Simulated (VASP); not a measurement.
# BaTiO3 (R3m) in VASP: further runs, part 2 of 2

VASP 6.6.1. Earlier steps stand in the parts before.

## (5) Single point, PBE+U (equal strain along all axes, cell held: -1.5 %, then relaxed in part)

INCAR reads:

```
SYSTEM = BaTiO3
ALGO     = Normal         ! electronic algorithm
EDIFF    = 1E-7           ! SCF threshold, eV
ENCUT    = 520            ! plane-wave cutoff, eV
GGA      = PE             ! functional
ISIF     = 2              ! what is computed and relaxed
ISMEAR   = 0              ! smearing method
LASPH    = .TRUE.         ! aspherical terms in the spheres
LCHARG   = .FALSE.        ! write CHGCAR
LDAU     = .TRUE.         ! DFT+U
LDAUJ    = 0 0 0        
LDAUL    = -1 2 -1        ! shell
LDAUPRINT= 1            
LDAUTYPE = 2            
LDAUU    = 0 4 0          ! U, eV
LMAXMIX  = 4              ! l up to which the mixer works
LREAL    = .FALSE.        ! projectors in reciprocal space
LWAVE    = .FALSE.        ! write WAVECAR
NBANDS   = 28             ! bands
NELM     = 150            ! most SCF steps
PREC     = Accurate       ! precision mode
SIGMA    = 0.02           ! smearing width, eV
```

KPOINTS reads:

```
k-points
0
G
  6 6 6
  0 0 0
```

POSCAR reads:

```
BaTiO3
1.0
    2.8176170427      1.6267519581      2.3110177116
   -2.8176170427      1.6267519581      2.3110177116
    0.0000000000     -3.2535039162      2.3110177116
Ba Ti O
1 1 3
Direct
   -0.0033113615     -0.0033113615     -0.0033113615
    0.5008985254      0.5008985254      0.5008985254
    0.4919659448      0.9895819467      0.4919659448
    0.4919659448      0.4919659448      0.9895819467
    0.9895819467      0.4919659448      0.4919659448
```

Potentials or basis: VASP PAW PBE potentials, release 64 (Ba_sv, Ti_sv, O).

Launch:

```console
$ cat potpaw_PBE.64/Ba_sv/POTCAR potpaw_PBE.64/Ti_sv/POTCAR potpaw_PBE.64/O/POTCAR > POTCAR
$ mpirun -np 1 vasp_std > vasp.out
```

OUTCAR:

```text
SYSTEM = BaTiO3
   EDIFF = 1E-7
   ENCUT = 520
   GGA = PE
   ISIF = 2
   ISMEAR = 0
   LASPH = .TRUE.
   LREAL = .FALSE.
   NELM = 150
   PREC = Accurate

 ion  position               nearest neighbor table
   1  0.997  0.997  0.997-   3 2.80   5 2.80   4 2.80   4 2.82   4 2.82   3 2.82   5 2.82   3 2.82
                             5 2.82   5 2.85   3 2.85   4 2.85   2 3.44   2 3.44   2 3.44   2 3.44
   2  0.501  0.501  0.501-   3 1.95   5 1.95   4 1.95   3 2.04   5 2.04   4 2.04   1 3.44   1 3.44
                             1 3.44   1 3.44   1 3.46   1 3.46   1 3.46   1 3.50
   3  0.492  0.990  0.492-   2 1.95   2 2.04   1 2.80   1 2.82   1 2.82   1 2.85
   4  0.492  0.492  0.990-   2 1.95   2 2.04   1 2.80   1 2.82   1 2.82   1 2.85
   5  0.990  0.492  0.492-   2 1.95   2 2.04   1 2.80   1 2.82   1 2.82   1 2.85

  LATTYP: Found a trigonal (rhomboedric) cell.
 ALAT       =     3.9907506306
 COS(alpha) =     0.0030239058

  Lattice vectors:

 A1 = (   2.8176170427,   1.6267519581,   2.3110177116)
 A2 = (  -2.8176170427,   1.6267519581,   2.3110177116)
 A3 = (   0.0000000000,  -3.2535039162,   2.3110177116)

Analysis of symmetry for initial positions (statically):
=====================================================================
 Subroutine PRICEL returns:
 Original cell was already a primitive cell.

 Routine SETGRP: Setting up the symmetry group for a
 trigonal (rhombohedral) supercell.

 Subroutine GETGRP returns: Found  6 space group operations
 (whereof  6 operations were pure point group operations)
 out of a pool of 12 trial point group operations.

The static configuration has the point symmetry C_3v.

Analysis of symmetry for dynamics (positions and initial velocities):
=====================================================================
 Subroutine PRICEL returns:
 Original cell was already a primitive cell.

 Routine SETGRP: Setting up the symmetry group for a
 trigonal (rhombohedral) supercell.

 Subroutine GETGRP returns: Found  6 space group operations
 (whereof  6 operations were pure point group operations)
 out of a pool of 12 trial point group operations.

The dynamic configuration has the point symmetry C_3v.

 Subroutine INISYM returns: Found  6 space group operations
 (whereof  6 operations are pure point group operations),
 and found     1 'primitive' translations

----------------------------------------------------------------------------------------

                                     Primitive cell

  volume of cell :      63.5562

  direct lattice vectors                    reciprocal lattice vectors
     2.817617043  1.626751958  2.311017712     0.177454918  0.102453644  0.144236598
    -2.817617043  1.626751958  2.311017712    -0.177454918  0.102453644  0.144236598
     0.000000000 -3.253503916  2.311017712     0.000000000 -0.204907289  0.144236598

[... 102 lines left out ...]
   EMIN   =  10.00;   EMAX   =-10.00  energy-range for DOS
   EFERMI =   0.00;   METHOD = LEGACY
   ISMEAR =     0;   SIGMA  =   0.02  broadening in eV -4-tet -1-fermi 0-gaus
   EFERMI_NEDOS =   21; number of points for ismear=-14 and -15
   IALGO  =     38    algorithm
   IMIX   =      4    mixing-type and parameters
     AMIX     =   0.40;   BMIX     =  1.00
     AMIX_MAG =   1.60;   BMIX_MAG =  1.00
  volume/ion in A,a.u.               =      12.71        85.78
  Fermi-wavevector in a.u.,A,eV,Ry     =   1.402950  2.651191 26.779925  1.968269
  Thomas-Fermi vector in A             =   2.525661
   LORBIT       =      0    0 simple, 1 ext, 2 COOP (PROOUT), +10 PAW based schemes
 LDA+U is selected, type is set to LDAUTYPE =  2
   angular momentum for each species LDAUL =    -1    2   -1
   U (eV)           for each species LDAUU =   0.0  4.0  0.0
   J (eV)           for each species LDAUJ =   0.0  0.0  0.0
   GGA     = PE    functional components
   LHFCALC =     F    Hartree Fock is set to
   AEXX    =    0.0000 exact exchange contribution
   IVDW    =     0    specifies the selected vdW correction
   LEPSILON=     F    determine dielectric tensor
   LRPA    =     F    only Hartree local field effects (RPA)
 non-spin polarized calculation
 Gauss-broadening in eV      SIGMA  =   0.02
  energy-cutoff  :      520.00
  volume of cell :       63.56
 maximum number of plane-waves:      1743
 NGX is ok and might be reduce to    30
   NGX = 15   NGY = 15   NGZ = 15

atom =   2  type =  2  l = 2

 onsite density matrix

spin component  1

  0.1514  0.0000 -0.0000  0.0639 -0.0000
  0.0000  0.1947  0.0000  0.0000  0.0639
 -0.0000  0.0000  0.1052 -0.0000  0.0000
  0.0639  0.0000 -0.0000  0.1947 -0.0000
 -0.0000  0.0639  0.0000 -0.0000  0.1514

spin component  2

  0.1514  0.0000 -0.0000  0.0639 -0.0000
  0.0000  0.1947  0.0000  0.0000  0.0639
 -0.0000  0.0000  0.1052 -0.0000  0.0000
  0.0639  0.0000 -0.0000  0.1947 -0.0000
 -0.0000  0.0639  0.0000 -0.0000  0.1514

 occupancies and eigenvectors

  o =  0.1052  v =  0.0000  0.0000  1.0000  0.0000 -0.0000  0.0000  0.0000  0.0000  0.0000  0.0000      0.0000  0.0000  0.0000  0.0000  0.0000  0.0000  0.0000  0.0000  0.0000  0.0000
  o =  0.1052  v =  0.0000  0.0000  0.0000  0.0000  0.0000  0.0000  0.0000  1.0000  0.0000 -0.0000      0.0000  0.0000  0.0000  0.0000  0.0000  0.0000  0.0000  0.0000  0.0000  0.0000
  o =  0.1056  v =  0.0000  0.0000  0.0000  0.0000  0.0000 -0.8128  0.0000 -0.0000  0.5826 -0.0000      0.0000  0.0000  0.0000  0.0000  0.0000  0.0000  0.0000  0.0000  0.0000  0.0000
  o =  0.1056  v = -0.8128  0.0000 -0.0000  0.5826 -0.0000  0.0000  0.0000  0.0000  0.0000  0.0000      0.0000  0.0000  0.0000  0.0000  0.0000  0.0000  0.0000  0.0000  0.0000  0.0000
  o =  0.1056  v =  0.0000 -0.5826  0.0000  0.0000  0.8128  0.0000  0.0000  0.0000  0.0000  0.0000      0.0000  0.0000  0.0000  0.0000  0.0000  0.0000  0.0000  0.0000  0.0000  0.0000
  o =  0.1056  v =  0.0000  0.0000  0.0000  0.0000  0.0000  0.0000 -0.5826  0.0000  0.0000  0.8128      0.0000  0.0000  0.0000  0.0000  0.0000  0.0000  0.0000  0.0000  0.0000  0.0000
  o =  0.2405  v = -0.5826  0.0000  0.0000 -0.8128  0.0000  0.0000  0.0000  0.0000  0.0000  0.0000      0.0000  0.0000  0.0000  0.0000  0.0000  0.0000  0.0000  0.0000  0.0000  0.0000
  o =  0.2405  v =  0.0000  0.0000  0.0000  0.0000  0.0000 -0.5826  0.0000  0.0000 -0.8128  0.0000      0.0000  0.0000  0.0000  0.0000  0.0000  0.0000  0.0000  0.0000  0.0000  0.0000
  o =  0.2405  v =  0.0000  0.8128  0.0000  0.0000  0.5826  0.0000  0.0000  0.0000  0.0000  0.0000      0.0000  0.0000  0.0000  0.0000  0.0000  0.0000  0.0000  0.0000  0.0000  0.0000
  o =  0.2405  v =  0.0000  0.0000  0.0000  0.0000  0.0000  0.0000  0.8128  0.0000  0.0000  0.5826      0.0000  0.0000  0.0000  0.0000  0.0000  0.0000  0.0000  0.0000  0.0000  0.0000

 number of electron      40.0000024 magnetization

 Free energy of the ion-electron system (eV)
  ---------------------------------------------------
  ext. energy  EPLUGINS =         0.00000000
  ---------------------------------------------------
  free energy    TOTEN  =       -37.25205579 eV

  energy without entropy =      -37.25205579  energy(sigma->0) =      -37.25205579

 E-fermi :   4.2780     XC(G=0): -11.3118

 val. band max:        4.0327148315   @ k =   0.5000   0.5000   0.5000
 cond. band min:       6.3434636999   @ k =   0.0000   0.0000   0.0000
 fundamental gap:      2.3107488684
 Fermi energy:         4.2779546749

 k-point     1 :       0.0000    0.0000    0.0000
  band No.  band energies     occupation
      1     -53.6079      2.00000
      2     -29.7799      2.00000
      3     -29.7799      2.00000
      4     -29.7775      2.00000
      5     -20.7633      2.00000
      6     -12.9329      2.00000
[... 733 lines left out ...]
     27      12.2488      0.00000
     28      12.6845      0.00000

 [... further k-points ...]
[... 5 lines left out ...]
  --------------------------------------------------------------------------------------
  -------------------------------------------------------------------------------------
  Total        3.7866088      3.7866088      3.3568562      0.0000000     -0.0000000      0.0000000
  in kB       95.4559914     95.4559914     84.6224298      0.0000000     -0.0000000      0.0000000
  external PRESSURE =      91.8448042 kB  Pullay stress =       0.0000000 kB

 VOLUME and BASIS-vectors are now :
 -----------------------------------------------------------------------------
  energy-cutoff  :      520.00
  volume of cell :       63.56
      direct lattice vectors                 reciprocal lattice vectors
     2.817617043  1.626751958  2.311017712     0.177454918  0.102453644  0.144236598
    -2.817617043  1.626751958  2.311017712    -0.177454918  0.102453644  0.144236598
     0.000000000 -3.253503916  2.311017712     0.000000000 -0.204907289  0.144236598

 POSITION                                       TOTAL-FORCE (eV/Angst)
 -----------------------------------------------------------------------------------
      0.00000      0.00000      6.91010        -0.000000     -0.000000     -0.019764
      0.00000      0.00000      3.47276        -0.000000     -0.000000     -0.259140
     -1.40209      0.80950      4.56083        -0.110249      0.063652      0.092968
      0.00000     -1.61900      4.56083        -0.000000     -0.127304      0.092968
      1.40209      0.80950      4.56083         0.110249      0.063652      0.092968
 -----------------------------------------------------------------------------------
    total drift:                               -0.000000     -0.000005      0.000481

  FREE ENERGIE OF THE ION-ELECTRON SYSTEM (eV)
  ---------------------------------------------------
  free  energy   TOTEN  =       -37.2520557949 eV

  energy  without entropy=      -37.2520557949  energy(sigma->0) =      -37.25205579
```

It took 35 s on 1 thread of Intel Xeon 6975P-C (Granite Rapids), shared host; peak memory 0.2 GiB.

Results:

| Item | Value |
| --- | --- |
| Free energy | -37.2521 eV |
| Pressure | 9.2 GPa |
| Largest force | 0.259 eV/Å |
| Band gap on the k mesh | 2.31 eV, indirect (least direct gap 2.51 eV) |

Forces on the atoms (eV/Å):
```
Ba   0.000  0.000 -0.020
Ti   0.000  0.000 -0.259
O   -0.110  0.064  0.093
O    0.000 -0.127  0.093
O    0.110  0.064  0.093
```

Stress tensor (GPa, compression positive):
```
9.55 0.00 0.00
0.00 9.55 0.00
0.00 0.00 8.46
```

Levels at points of the mesh, in eV from the valence-band top:
| k point | band 17 | band 18 | band 19 | band 20 | band 21 | band 22 | band 23 | band 24 |
| --- | --- | --- | --- | --- | --- | --- | --- | --- |
| (0.00, 0.00, 0.00) | -1.11 | -0.24 | -0.20 | -0.20 | 2.31 | 2.31 | 2.35 | 4.07 |
| (0.50, 0.00, 0.00) | -1.73 | -1.73 | -0.83 | -0.79 | 2.51 | 4.01 | 4.02 | 4.07 |
| (0.50, 0.50, 0.00) | -1.86 | -0.89 | -0.87 | -0.09 | 4.03 | 4.04 | 4.45 | 4.85 |
| (0.50, 0.50, 0.50) | -2.30 | 0.00 | 0.00 | 0.00 | 4.69 | 4.70 | 4.70 | 6.66 |

Eigenvalues of the final occupation matrices:
```csv
site,spin,trace,eigenvalues
site 2 d,1,0.80,0.11 0.11 0.11 0.24 0.24
site 2 d,2,0.80,0.11 0.11 0.11 0.24 0.24
```

Caveat: the cell differs from its parent crystal (equal strain along all axes, cell held: -1.5 %, then relaxed in part); spin-orbit coupling is left out, which moves the levels of the heavy elements. A k mesh can miss the band edges.

## (6) Single point, PBE+U

This run uses another cell than the first one, of 12.71 Å³/atom, 1.047 times its volume.

INCAR reads:

```
  PREC = Accurate
  ENCUT = 520
  EDIFF = 1E-6
  ISMEAR = 0
  SIGMA = 0.02
  LREAL = F
  LASPH = T
  NELM = 150
  ALGO = Normal
  ISIF = 2
  LWAVE = F
  LCHARG = F
  LMAXMIX = 4
  LDAU = T
  LDAUTYPE = 2
  LDAUL = -1 2 -1
  LDAUU = 0 4 0
  LDAUJ = 0 0 0
  LDAUPRINT = 1
  GGA = PE
  NBANDS = 28
```

KPOINTS reads:

```
regular mesh
0
Gamma
  6 6 6
```

POSCAR is that of step 5.

Potentials or basis: VASP PAW PBE potentials, release 64 (Ba_sv, Ti_sv, O).

Launch:

```console
$ cat potpaw_PBE.64/Ba_sv/POTCAR potpaw_PBE.64/Ti_sv/POTCAR potpaw_PBE.64/O/POTCAR > POTCAR
$ mpirun -np 1 vasp_std > vasp.out
```

It took 30 s on 1 thread of Intel Xeon 6975P-C (Granite Rapids), shared host; peak memory 0.2 GiB.

The run converged. Its results:

```
Free energy            : -37.2521 eV
Pressure               : 9.2 GPa
Largest force          : 0.259 eV/Å
Band gap on the k mesh : 2.31 eV, indirect (least direct gap 2.51 eV)
```

Forces on the atoms (eV/Å):
```
Ba   0.000  0.000 -0.020
Ti   0.000  0.000 -0.259
O   -0.110  0.064  0.093
O    0.000 -0.127  0.093
O    0.110  0.064  0.093
```

Stress tensor (GPa, compression positive):
```
9.55 0.00 0.00
0.00 9.55 0.00
0.00 0.00 8.47
```

Levels at points of the mesh, in eV from the valence-band top:
```
           k point  band 18  band 19  band 20  band 21  band 22  band 23
(0.00, 0.00, 0.00)    -0.24    -0.20    -0.20     2.31     2.31     2.35
(0.50, 0.00, 0.00)    -1.73    -0.83    -0.79     2.51     4.01     4.02
(0.50, 0.50, 0.00)    -0.89    -0.87    -0.09     4.03     4.04     4.45
(0.50, 0.50, 0.50)     0.00     0.00     0.00     4.69     4.70     4.70
```

Eigenvalues of the final occupation matrices:
| site | spin | trace | eigenvalues |
| --- | --- | --- | --- |
| site 2 d | 1 | 0.80 | 0.11 0.11 0.11 0.24 0.24 |
| site 2 d | 2 | 0.80 | 0.11 0.11 0.11 0.24 0.24 |

Caveat: spin-orbit coupling is left out, which moves the levels of the heavy elements. A k mesh can miss the band edges.

## (7) The runs side by side

| cell | smearing | gap on the mesh (eV) | pressure (GPa) | largest force (eV/Å) |
| --- | --- | --- | --- | --- |
| a = 3.930 Å, angles 89.8°, 5 atoms | gaussian 0.02 eV | 2.33 | 18.8 | 0.01 |
| a = 3.930 Å, angles 89.8°, 5 atoms | tetrahedron | 2.33 | 18.8 | 0.01 |
| a = 3.991 Å, angles 89.8°, 5 atoms | gaussian 0.02 eV | 2.31 | 9.2 | 0.26 |

Alike in all rows: task single point; level PBE+U; potentials or basis VASP PAW PBE potentials, release 64 (Ba_sv, Ti_sv, O); no spin polarisation; Ti d U = 4.0 eV; k mesh 6 × 6 × 6; cutoff (eV) 520.

Caveats: spin-orbit coupling is left out, which moves the levels of the heavy elements.

Absolute energies hang on the potentials; compare differences alone.
